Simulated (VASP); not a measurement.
Write the native input for VASP 6.6.1 that does the following.

```
Task                   : single point
Functional             : PBEsol
Potentials or basis    : VASP PAW PBE potentials, release 64 (Au)
Cutoff                 : 500 eV
k mesh                 : 11 × 11 × 11
Occupations            : gaussian, width 0.05 eV
Spin                   : no spin polarisation
Dipole correction      : no
Further INCAR settings : ALGO = Normal; EDIFF = 1e-06; NBANDS = 12
```

The structure of Au lies in POSCAR:

```
Au
1.0
   -1.6220295101      1.6220295101      1.6220295101
    1.6220295101     -1.6220295101      1.6220295101
    1.6220295101      1.6220295101     -1.6220295101
Au
1
Direct
    0.0000000000      0.0000000000      0.0000000000
```

This isn't the form of Au at room conditions, which is fcc.

One way to write it, as run:

INCAR

```
PREC = Accurate ; ENCUT = 500
EDIFF = 1E-6 ; ISMEAR = 0
SIGMA = 0.05 ; LREAL = F
LASPH = T ; NELM = 120
ALGO = Normal ; ISIF = 2
LWAVE = F ; LCHARG = F
GGA = PS ; NBANDS = 12
GGA_COMPAT = F
```

KPOINTS

```
Automatic mesh
0
Gamma
  11 11 11
```

Potentials or basis: VASP PAW PBE potentials, release 64 (Au).

The run is started by

```sh
$ cat potpaw_PBE.64/Au/POTCAR > POTCAR
$ mpirun -np 1 vasp_std > vasp.out
```

Results of the run:

- Pressure: -0.3 GPa
- Band gap on the k mesh: zero (an odd number of electrons rules out a gap without spin polarisation)

Caveat: the PAW data sets were made with another functional, which shifts forces and pressure a little; spin-orbit coupling is left out, which moves the levels of the heavy elements.

Run time: 4.4 s on 1 thread of AMD EPYC 9R45 96-Core Processor (Zen 5) (shared host), peak memory 0.1 GiB.
